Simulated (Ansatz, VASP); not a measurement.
SiAs4 in VASP and in Ansatz

```
Si As
1.0
    -2.98109    2.98109    2.98109
     2.98109   -2.98109    2.98109
     2.98109    2.98109   -2.98109
Si As
1 4
Direct
  0.00000 0.00000 0.00000
  0.00000 0.00000 0.50000
  0.50000 0.00000 0.00000
  0.50000 0.50000 0.50000
  0.00000 0.50000 0.00000
```

Change from the starting cell: species swapped into the NiHg4 type (Im-3m, No. 229).

Alike in both runs: task single point; functional PBE; k mesh 4 × 4 × 4; occupations gaussian, width 0.1 eV; no spin polarisation.

|  | VASP | Ansatz |
| --- | --- | --- |
| version | VASP 6.6.1 | Ansatz 0.2.0 |
| potentials or method | VASP PAW PBE potentials, release 64 (Si, As), cutoff 520 eV | scalar-relativistic, plane waves, PAW |
| valence electrons in the cell | 24 | 64 |

|  | VASP | Ansatz | Ansatz less VASP |
| --- | --- | --- | --- |
| gap on the k mesh at the Fermi level (eV) | none | none | - |
| pressure (GPa) | 0.6 | 0.5 | -0.12 |

A gap of «none» marks a metal or a gap that the smearing closes. VASP's potentials hold 24 valence electrons a cell and Ansatz's 64, so a difference there can come from the potentials and not from the codes.

The k mesh is coarse, so the values compare programs but aren't converged.
